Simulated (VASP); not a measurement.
# TiO2 (I-42d) in VASP: a series of runs

The runs below take TiO2 through single point, with LDA.

Everything below comes from runs of VASP 6.6.1. Logs are shortened: lines on timing, memory, paths and dates and some standing lists are left out, and cuts for length are marked.

**1. The cell of the first run**

Symmetry: I-42d, No. 122, tetragonal system. The conventional cell has a = 5.845 Å, b = 5.845 Å, c = 8.279 Å, α = 90.00°, β = 90.00°, γ = 90.00°. Within 2.4 Å of Ti (site symmetry -4) lie 4 O at 1.79 Å. O (site symmetry 2) has 2 Ti at 1.79 Å within 2.4 Å.

**2. Single point, LDA**

Contents of INCAR:

```
PREC = Accurate
ENCUT = 520
EDIFF = 1E-6
ISMEAR = 0
SIGMA = 0.02
LREAL = F
LASPH = T
NELM = 60
ALGO = Normal
ISIF = 2
LWAVE = F
LCHARG = F
NBANDS = 33
```

Contents of KPOINTS:

```
Automatic mesh
0
Gamma
  6 6 6
```

Contents of POSCAR:

```
TiO2
1.0
   -2.9224161140      2.9224161140      4.1393619657
    2.9224161140     -2.9224161140      4.1393619657
    2.9224161140      2.9224161140     -4.1393619657
Ti O
2 4
Direct
    0.0000000000      0.0000000000      0.0000000000
    0.7500000000      0.2500000000      0.5000000000
    0.3750000000      0.1239629948      0.2489629948
    0.8739629948      0.6250000000      0.7489629948
    0.8760370052      0.1250000000      0.2510370052
    0.8750000000      0.1260370052      0.7510370052
```

Potentials or basis: VASP PAW LDA potentials, release 64 (Ti_sv, O).

Run with:

```bash
$ cat potpaw_LDA.64/Ti_sv/POTCAR potpaw_LDA.64/O/POTCAR > POTCAR
$ mpirun -np 1 vasp_std > vasp.out
```

OUTCAR:

```text
PREC = Accurate
   ENCUT = 520
   EDIFF = 1E-6
   ISMEAR = 0
   LREAL = F
   LASPH = T
   NELM = 60
   ISIF = 2

 ion  position               nearest neighbor table
   1  0.000  0.000  0.000-   5 1.79   4 1.79   3 1.79   6 1.79
   2  0.750  0.250  0.500-   6 1.79   4 1.79   5 1.79   3 1.79
   3  0.375  0.124  0.249-   1 1.79   2 1.79
   4  0.874  0.625  0.749-   1 1.79   2 1.79
   5  0.876  0.125  0.251-   1 1.79   2 1.79
   6  0.875  0.126  0.751-   2 1.79   1 1.79

  LATTYP: Found a body centered tetragonal cell.
 ALAT       =     5.8448322280
 C/A-ratio  =     1.4164177188

  Lattice vectors:

 A1 = (  -2.9224161140,   2.9224161140,   4.1393619657)
 A2 = (   2.9224161140,  -2.9224161140,   4.1393619657)
 A3 = (   2.9224161140,   2.9224161140,  -4.1393619657)

Analysis of symmetry for initial positions (statically):
=====================================================================
 Subroutine PRICEL returns:
 Original cell was already a primitive cell.

 Routine SETGRP: Setting up the symmetry group for a
 body centered tetragonal supercell.

 Subroutine GETGRP returns: Found  8 space group operations
 (whereof  4 operations were pure point group operations)
 out of a pool of 16 trial point group operations.

The static configuration has the point symmetry S_4 .
 The point group associated with its full space group is D_2d.

Analysis of symmetry for dynamics (positions and initial velocities):
=====================================================================
 Subroutine PRICEL returns:
 Original cell was already a primitive cell.

 Routine SETGRP: Setting up the symmetry group for a
 body centered tetragonal supercell.

 Subroutine GETGRP returns: Found  8 space group operations
 (whereof  4 operations were pure point group operations)
 out of a pool of 16 trial point group operations.

The dynamic configuration has the point symmetry S_4 .
 The point group associated with its full space group is D_2d.

 Subroutine INISYM returns: Found  8 space group operations
 (whereof  4 operations are pure point group operations),
 and found     1 'primitive' translations

----------------------------------------------------------------------------------------

                                     Primitive cell

  volume of cell :     141.4091

  direct lattice vectors                    reciprocal lattice vectors
    -2.922416114  2.922416114  4.139361966     0.000000000  0.171091310  0.120791563
     2.922416114 -2.922416114  4.139361966     0.171091310  0.000000000  0.120791563
     2.922416114  2.922416114 -4.139361966     0.171091310  0.171091310  0.000000000

  length of vectors
     5.849388803  5.849388803  5.849388803     0.209434567  0.209434567  0.241959650

  position of ions in fractional coordinates (direct lattice)
     0.000000000  0.000000000  0.000000000
     0.750000000  0.250000000  0.500000000
     0.375000000  0.123962995  0.248962995
     0.873962995  0.625000000  0.748962995
     0.876037005  0.125000000  0.251037005
     0.875000000  0.126037005  0.751037005

  ion indices of the primitive-cell ions
   primitive index   ion index
                 1           1
                 2           2
                 3           3
                 4           4
                 5           5
                 6           6

----------------------------------------------------------------------------------------

 KPOINTS: Automatic mesh

Automatic generation of k-mesh.
 Grid dimensions read from file:
 generate k-points for:    6    6    6

 Generating k-lattice:

  Cartesian coordinates                     Fractional coordinates (reciprocal lattice)
     0.000000000  0.028515218  0.020131927     0.166666667  0.000000000 -0.000000000
     0.028515218  0.000000000  0.020131927     0.000000000  0.166666667 -0.000000000
     0.028515218  0.028515218  0.000000000     0.000000000  0.000000000  0.166666667

  Length of vectors
     0.034905761  0.034905761  0.040326608

  Shift w.r.t. Gamma in fractional coordinates (k-lattice)
     0.000000000  0.000000000  0.000000000

 Subroutine IBZKPT returns following result:
 ===========================================

 Found     30 irreducible k-points:

 Following reciprocal coordinates:
            Coordinates               Weight
  0.000000  0.000000  0.000000      1.000000
  0.166667  0.000000 -0.000000      8.000000
  0.333333 -0.000000  0.000000      8.000000
  0.500000  0.000000  0.000000      4.000000
  0.166667  0.166667 -0.000000      8.000000
  0.333333  0.166667  0.000000     16.000000
[... 16 lines left out ...]
 -0.333333 -0.333333  0.166667      8.000000
 -0.166667 -0.333333  0.166667      8.000000
 [... further k-points ...]
   k-points           NKPTS =     30   k-points in BZ     NKDIM =     30   number of bands    NBANDS=     33
   number of dos      NEDOS =    301   number of ions     NIONS =      6
   total plane-waves  NPLWV = 110592
   dimension x,y,z NGX =    48 NGY =   48 NGZ =   48
   dimension x,y,z NGXF=    96 NGYF=   96 NGZF=   96
   ions per type =               2   4
   NGX,Y,Z   is equivalent  to a cutoff of  13.64, 13.64, 13.64 a.u.
   NGXF,Y,Z  is equivalent  to a cutoff of  27.28, 27.28, 27.28 a.u.
 SYSTEM =  unknown system
   PREC   = accura    normal or accurate (medium, high low for compatibility)
   ISTART =      0    job   : 0-new  1-cont  2-samecut
   ICHARG =      2    charge: 1-file 2-atom 10-const
   ISPIN  =      1    spin polarized calculation?
   LNONCOLLINEAR =      F non collinear calculations
   LSORBIT =      F    spin-orbit coupling
   LASPH  =      T    aspherical Exc in radial PAW
   ENCUT  =  520.0 eV  38.22 Ry    6.18 a.u.  10.88 10.88 10.88*2*pi/ulx,y,z
   NELM   =     60;   NELMIN=  2; NELMDL= -5     # of ELM steps
   EDIFF  = 0.1E-05   stopping-criterion for ELM
   LREAL  =      F    real-space projection
   EDIFFG = 0.1E-04   stopping-criterion for IOM
   NSW    =      0    number of steps for IOM
   IBRION =     -1    ionic relax: 0-MD 1-quasi-New 2-CG
   NFREE  =      0    steps in history (QN), initial steepest desc. (CG)
   ISIF   =      2    stress and relaxation
   ISYM   =      2    0-nonsym 1-usesym 2-fastsym
   POTIM  = 0.5000    time-step for ionic-motion
   TEBEG  =    0.0;   TEEND  =   0.0 temperature during run
   PSTRESS=    0.0 pullay stress
   NELECT =      48.0000    total number of electrons
   NUPDOWN=      -1.0000    fix difference up-down
   EMIN   =  10.00;   EMAX   =-10.00  energy-range for DOS
   EFERMI =   0.00;   METHOD = LEGACY
   ISMEAR =     0;   SIGMA  =   0.02  broadening in eV -4-tet -1-fermi 0-gaus
   EFERMI_NEDOS =   21; number of points for ismear=-14 and -15
   IALGO  =     38    algorithm
   IMIX   =      4    mixing-type and parameters
     AMIX     =   0.40;   BMIX     =  1.00
     AMIX_MAG =   1.60;   BMIX_MAG =  1.00
  volume/ion in A,a.u.               =      23.57       159.05
  Fermi-wavevector in a.u.,A,eV,Ry     =   1.141991  2.158050 17.743954  1.304144
  Thomas-Fermi vector in A             =   2.278690
   LORBIT       =      0    0 simple, 1 ext, 2 COOP (PROOUT), +10 PAW based schemes
   GGA     = CA    functional components
   LHFCALC =     F    Hartree Fock is set to
   AEXX    =    0.0000 exact exchange contribution
   IVDW    =     0    specifies the selected vdW correction
   LEPSILON=     F    determine dielectric tensor
   LRPA    =     F    only Hartree local field effects (RPA)
 non-spin polarized calculation
 Gauss-broadening in eV      SIGMA  =   0.02
  energy-cutoff  :      520.00
  volume of cell :      141.41
 maximum number of plane-waves:      3839
 NGX is ok and might be reduce to    48
   NGX = 21   NGY = 21   NGZ = 21

 number of electron      47.9999992 magnetization

 Free energy of the ion-electron system (eV)
  ---------------------------------------------------
  ext. energy  EPLUGINS =         0.00000000
  ---------------------------------------------------
  free energy    TOTEN  =       -57.54124594 eV

  energy without entropy =      -57.54124594  energy(sigma->0) =      -57.54124594

 E-fermi :  -2.5348     XC(G=0):  -7.1086

 val. band max:       -2.6634397359   @ k =   0.5000   0.0000   0.0000
 cond. band min:       0.6763160180   @ k =   0.0000   0.0000   0.0000
 fundamental gap:      3.3397557540
 Fermi energy:        -2.5348063695

 k-point     1 :       0.0000    0.0000    0.0000
  band No.  band energies     occupation
      1     -57.1816      2.00000
      2     -57.1701      2.00000
      3     -34.0316      2.00000
      4     -34.0312      2.00000
      5     -34.0312      2.00000
      6     -33.9069      2.00000
[... 25 lines left out ...]
     32       3.8012      0.00000
     33       5.4748      0.00000

 k-point     2 :       0.1667    0.0000   -0.0000
  band No.  band energies     occupation
      1     -57.1810      2.00000
      2     -57.1707      2.00000
      3     -34.0325      2.00000
      4     -34.0322      2.00000
      5     -34.0266      2.00000
      6     -33.9118      2.00000
[... 25 lines left out ...]
     32       3.7204      0.00000
     33       5.1715      0.00000

 k-point     3 :       0.3333   -0.0000    0.0000
  band No.  band energies     occupation
      1     -57.1796      2.00000
      2     -57.1720      2.00000
      3     -34.0346      2.00000
      4     -34.0343      2.00000
      5     -34.0157      2.00000
      6     -33.9231      2.00000
[... 25 lines left out ...]
     32       3.6177      0.00000
     33       4.4386      0.00000

 k-point     4 :       0.5000    0.0000    0.0000
  band No.  band energies     occupation
      1     -57.1787      2.00000
      2     -57.1730      2.00000
      3     -34.0356      2.00000
      4     -34.0354      2.00000
      5     -34.0091      2.00000
      6     -33.9300      2.00000
[... 673 lines left out ...]
     32       3.8844      0.00000
     33       4.5077      0.00000

 k-point    23 :      -0.3333   -0.3333    0.1667
  band No.  band energies     occupation
      1     -57.1783      2.00000
      2     -57.1733      2.00000
      3     -34.0386      2.00000
      4     -34.0369      2.00000
      5     -33.9984      2.00000
      6     -33.9410      2.00000
[... 25 lines left out ...]
     32       4.2235      0.00000
     33       4.2697      0.00000

 k-point    24 :      -0.1667   -0.3333    0.1667
  band No.  band energies     occupation
      1     -57.1796      2.00000
      2     -57.1720      2.00000
      3     -34.0356      2.00000
      4     -34.0355      2.00000
      5     -34.0124      2.00000
      6     -33.9267      2.00000
[... 25 lines left out ...]
     32       3.6533      0.00000
     33       4.6593      0.00000

 [... further k-points ...]
[... 5 lines left out ...]
  --------------------------------------------------------------------------------------
  -------------------------------------------------------------------------------------
  Total        0.6991055      0.6991055      0.6676129      0.0000000     -0.0000000      0.0000000
  in kB        7.9209228      7.9209228      7.5641089      0.0000000     -0.0000000      0.0000000
  external PRESSURE =       7.8019848 kB  Pullay stress =       0.0000000 kB

 VOLUME and BASIS-vectors are now :
 -----------------------------------------------------------------------------
  energy-cutoff  :      520.00
  volume of cell :      141.41
      direct lattice vectors                 reciprocal lattice vectors
    -2.922416114  2.922416114  4.139361966     0.000000000  0.171091310  0.120791563
     2.922416114 -2.922416114  4.139361966     0.171091310  0.000000000  0.120791563
     2.922416114  2.922416114 -4.139361966     0.171091310  0.171091310  0.000000000

 POSITION                                       TOTAL-FORCE (eV/Angst)
 -----------------------------------------------------------------------------------
      0.00000      0.00000      0.00000         0.000000     -0.000000     -0.000000
      0.00000      2.92242      2.06968         0.000000     -0.000000      0.000000
     -0.00606      1.46121      1.03484        -0.000710     -0.000000     -0.000000
      1.46121      2.91635      3.10452         0.000000     -0.000710     -0.000000
     -1.46121      2.92848      3.10452         0.000000      0.000710      0.000000
      0.00606      4.38362      1.03484         0.000710     -0.000000      0.000000
 -----------------------------------------------------------------------------------
    total drift:                                0.000000      0.000000     -0.000000

  FREE ENERGIE OF THE ION-ELECTRON SYSTEM (eV)
  ---------------------------------------------------
  free  energy   TOTEN  =       -57.5412459442 eV

  energy  without entropy=      -57.5412459442  energy(sigma->0) =      -57.54124594
```

Wall time 1.9 min (1 thread of Intel Xeon 6975P-C (Granite Rapids), shared host); peak memory 0.31 GiB.

Results:

| Item | Value |
| --- | --- |
| Free energy | -57.5412 eV |
| Pressure | 0.8 GPa |
| Band gap on the k mesh | 3.34 eV |

**3. Single point, LDA**

Contents of INCAR:

```
PREC = Accurate ; ENCUT = 520
EDIFF = 1E-6 ; ISMEAR = 0
SIGMA = 0.02 ; LREAL = F
LASPH = T ; NELM = 60
ALGO = Normal ; ISIF = 2
LWAVE = F ; LCHARG = T
GGA = CA ; LELF = T
LVHAR = T ; NBANDS = 33
```

KPOINTS is that of step 2.

POSCAR is that of step 2.

Potentials or basis: VASP PAW LDA potentials, release 64 (Ti_sv, O).

Run with:

```bash
$ cat potpaw_LDA.64/Ti_sv/POTCAR potpaw_LDA.64/O/POTCAR > POTCAR
$ mpirun -np 1 vasp_std > vasp.out
```

Wall time 2.1 min (1 thread of Intel Xeon 6975P-C (Granite Rapids), shared host); peak memory 0.31 GiB.

Results (log left out):

```yaml
Free_energy: -57.5412 eV
Pressure: 0.8 GPa
Band_gap_on_the_k_mesh: 3.34 eV
```

Levels at points of the mesh, in eV from the valence-band top:
```csv
k point,band 20,band 21,band 22,band 23,band 24,band 25,band 26,band 27,band 28,band 29
"(0.00, 0.00, 0.00)",-1.29,-1.29,0.00,0.00,0.00,3.34,3.34,4.36,4.36,4.36
"(0.50, 0.00, 0.00)",-1.55,-1.55,-0.68,-0.68,0.00,3.80,3.80,5.50,5.50,5.62
"(0.50, 0.50, 0.00)",-1.61,-1.49,-1.49,-0.38,-0.38,4.28,4.28,5.22,5.22,5.69
"(0.50, 0.50, 0.50)",-1.60,-1.49,-1.49,-0.38,-0.38,4.29,4.29,5.21,5.21,5.69
```

A k mesh can miss the band edges.
